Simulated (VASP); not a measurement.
Runs of VASP 6.6.1 on Ti. The structure is that of space group Im-3m (No. 229), or close to it. The cells are those of the table. This isn't the form of Ti at room conditions, which is hcp.

```tsv
fixed moment (μB)	cell	pressure (GPa)	moment (μB)
0.9	a = 2.686 Å, angles 109.5°, 1 atom	22.1	0.90
0.7	a = 2.686 Å, angles 109.5°, 1 atom	21.0	0.70
0.3	a = 2.861 Å, angles 109.5°, 1 atom	-4.3	0.30
0.6	a = 2.686 Å, angles 109.5°, 1 atom	(b)	0.60
0.7	a = 2.861 Å, angles 109.5°, 1 atom	(a)	0.70
```

Alike in all rows: task single point; level PBE; potentials or basis VASP PAW PBE potentials, release 64 (Ti_sv); spin collinear; k mesh 22 × 22 × 22; cutoff (eV) 520; smearing gaussian 0.15 eV.

Problem. Estimate the missing entries.

Solution. (a) -3.4; (b) 20.5.

Caveats: the total moment is fixed, so each spin has its own Fermi level and the state may be an excited one; the cell stands under pressure (at least some runs); the cell stands under tension (at least some runs).
